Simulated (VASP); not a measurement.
# Hf (P6_3/mmc) in VASP: notebook, part 2 of 2

VASP 6.6.1.

## Step 3: Single point, BLYP (22.34 Å³/atom)

This run uses another cell than the first one, of 22.34 Å³/atom.

Input file INCAR:

```
SYSTEM = Hf
AGGAC = 1.0 ; AGGAX = 1.0
ALDAC = 0.0 ; ALDAX = 1.0
ALGO = Normal ; EDIFF = 1E-7
ENCUT = 520 ; GGA = B5
ISIF = 2 ; ISMEAR = -1
LASPH = .True. ; LCHARG = .True.
LELF = .True. ; LREAL = .False.
LVHAR = .True. ; LWAVE = .False.
NBANDS = 28 ; NELM = 60
PREC = Accurate ; SIGMA = 0.1
```

Input file KPOINTS:

```
k-points
0
Gamma
  13 13 4
  0 0 0
```

Input file POSCAR:

```
Hf
1.0
    3.1837586439      0.0000000000      0.0000000000
   -1.5918793219      2.7572158652      0.0000000000
    0.0000000000      0.0000000000     10.1774381113
Hf
4
Direct
    0.0000000000      1.0000000000      0.0000000000
    0.0000000000      1.0000000000      0.5000000000
    0.3333333333      0.6666666667      0.2500000000
    0.6666666667      0.3333333333      0.7500000000
```

Potentials or basis: VASP PAW PBE potentials, release 64 (Hf_pv).

Run with:

```bash
$ cat potpaw_PBE.64/Hf_pv/POTCAR > POTCAR
$ mpirun -np 1 vasp_std > vasp.out
```

OUTCAR:

```text
SYSTEM = Hf
   EDIFF = 1E-7
   ENCUT = 520
   GGA = B5
   ISIF = 2
   ISMEAR = -1
   LASPH = .True.
   LREAL = .False.
   NELM = 60
   PREC = Accurate

 ion  position               nearest neighbor table
   1  0.000  0.000  0.000-   3 3.14   4 3.14   4 3.14   3 3.14   4 3.14   3 3.14
   2  0.000  0.000  0.500-   3 3.14   4 3.14   4 3.14   3 3.14   4 3.14   3 3.14
   3  0.333  0.667  0.250-   1 3.14   2 3.14   1 3.14   2 3.14   1 3.14   2 3.14
   4  0.667  0.333  0.750-   1 3.14   2 3.14   1 3.14   2 3.14   1 3.14   2 3.14

  LATTYP: Found a hexagonal cell.
 ALAT       =     3.1837586439
 C/A-ratio  =     3.1966738844
[... 944 lines left out ...]
  --------------------------------------------------------------------------------------
  -------------------------------------------------------------------------------------
  Total        2.4545693      2.4545693      2.4857177      0.0000000      0.0000000      0.0000000
  in kB       44.0186285     44.0186285     44.5772225      0.0000000      0.0000000      0.0000000
  external PRESSURE =      44.2048265 kB  Pullay stress =       0.0000000 kB

 VOLUME and BASIS-vectors are now :
 -----------------------------------------------------------------------------
  energy-cutoff  :      520.00
  volume of cell :       89.34
      direct lattice vectors                 reciprocal lattice vectors
     3.183758644  0.000000000  0.000000000     0.314094161  0.181342348  0.000000000
    -1.591879322  2.757215865  0.000000000     0.000000000  0.362684697  0.000000000
     0.000000000  0.000000000 10.177438111     0.000000000  0.000000000  0.098256554

 POSITION                                       TOTAL-FORCE (eV/Angst)
 -----------------------------------------------------------------------------------
      0.00000      0.00000      0.00000         0.000000      0.000000      0.000000
      0.00000      0.00000      5.08872         0.000000      0.000000      0.000000
     -0.00000      1.83814      2.54436         0.000000      0.000000     -0.000000
      1.59188      0.91907      7.63308        -0.000000      0.000000      0.000000
 -----------------------------------------------------------------------------------
    total drift:                               -0.000000      0.000000     -0.000000

  FREE ENERGIE OF THE ION-ELECTRON SYSTEM (eV)
  ---------------------------------------------------
  free  energy   TOTEN  =       -34.3169129180 eV

  energy  without entropy=      -34.1363397657  energy(sigma->0) =      -34.22662634
```

stdout:

```text
POSCAR found type information on POSCAR Hf
 POSCAR found :  1 types and       4 ions
 scaLAPACK will be used
 -----------------------------------------------------------------------------
|                                                                             |
|                                                                             |
|     You enforced a specific xc type in the INCAR file but a different       |
|     I HOPE YOU KNOW WHAT YOU ARE DOING!                                     |
|                                                                             |
 -----------------------------------------------------------------------------

 LDA part: xc-table for (Slater(with rela. corr.)+VWN5), standard interpolation
 POSCAR, INCAR and KPOINTS ok, starting setup
 FFT: planning ... GRIDC
 FFT: planning ... GRID_SOFT
 FFT: planning ... GRID
 WAVECAR not read
 entering main loop
```

Wall time 78 s (1 thread of Intel Xeon 6975P-C (Granite Rapids), shared host); peak memory 0.25 GiB.

What came out:

* Free energy: -34.3169 eV
* Pressure: 4.4 GPa
* Band gap on the k mesh: zero (bands 20 and 21 overlap by 1.55 eV)

Caveat: the cell stands under pressure; the PAW data sets were made with another functional, which shifts forces and pressure a little; spin-orbit coupling is left out, which moves the levels of the heavy elements.

## Step 4: Single point, BLYP (23.27 Å³/atom)

This run uses another cell than the first one, of 23.27 Å³/atom.

Input file INCAR:

```
SYSTEM = Hf
PREC = Accurate
ENCUT = 520
EDIFF = 1E-6
ISMEAR = -1
SIGMA = 0.1
LREAL = .False.
LASPH = .True.
NELM = 60
ALGO = Normal
ISIF = 2
LWAVE = .False.
LCHARG = .False.
GGA = B5
ALDAX = 1.0
AGGAX = 1.0
AGGAC = 1.0
ALDAC = 0.0
NBANDS = 28
```

Input file KPOINTS:

```
regular mesh
0
Gamma
  13 13 4
  0 0 0
```

Input file POSCAR:

```
Hf
1.0
    3.2273771963      0.0000000000      0.0000000000
   -1.6136885981      2.7949906396      0.0000000000
    0.0000000000      0.0000000000     10.3168723984
Hf
4
Direct
    0.0000000000      1.0000000000      0.0000000000
    0.0000000000      1.0000000000      0.5000000000
    0.3333333333      0.6666666667      0.2500000000
    0.6666666667      0.3333333333      0.7500000000
```

Run with:

```bash
$ cat potpaw_PBE.64/Hf_pv/POTCAR > POTCAR
$ mpirun -np 1 vasp_std > vasp.out
```

Run time: 73 s. Hardware: 1 thread of Intel Xeon 6975P-C (Granite Rapids), shared host; peak memory 0.26 GiB.

The run converged. Its results:

```yaml
Free_energy: -34.3673 eV
Pressure: 0.0 GPa
Band_gap_on_the_k_mesh: zero (bands 20 and 21 overlap by 1.52 eV)
```

Levels at points of the mesh, in eV from the Fermi level:
```csv
k point,band 17,band 18,band 19,band 20,band 21,band 22,band 23,band 24
"(0.00, 0.00, 0.00)",0.15,0.19,0.79,0.96,0.96,1.07,1.07,1.38
"(0.00, 0.00, 0.50)",0.20,0.20,0.92,0.92,1.15,1.15,1.15,1.15
```

Caveat: the PAW data sets were made with another functional, which shifts forces and pressure a little; spin-orbit coupling is left out, which moves the levels of the heavy elements.

## Step 5: The runs side by side

```tsv
cell	gap on the mesh (eV)	pressure (GPa)
a = 3.139, b = 3.139, c = 10.034 Å, angles 90.0, 90.0, 120.0°, 4 atoms	none	9.7
a = 3.184, b = 3.184, c = 10.177 Å, angles 90.0, 90.0, 120.0°, 4 atoms	none	4.4
a = 3.227, b = 3.227, c = 10.317 Å, angles 90.0, 90.0, 120.0°, 4 atoms	none	0.0
```

Alike in all rows: task single point; level BLYP; potentials or basis VASP PAW PBE potentials, release 64 (Hf_pv); no spin polarisation; k mesh 13 × 13 × 4; cutoff (eV) 520; smearing fermi-dirac 0.1 eV.

Caveats: the PAW data sets were made with another functional, which shifts forces and pressure a little; spin-orbit coupling is left out, which moves the levels of the heavy elements; the cell stands under pressure (at least some runs).

Total energies depend on the potentials used, so only differences within one code and one set of settings carry meaning.
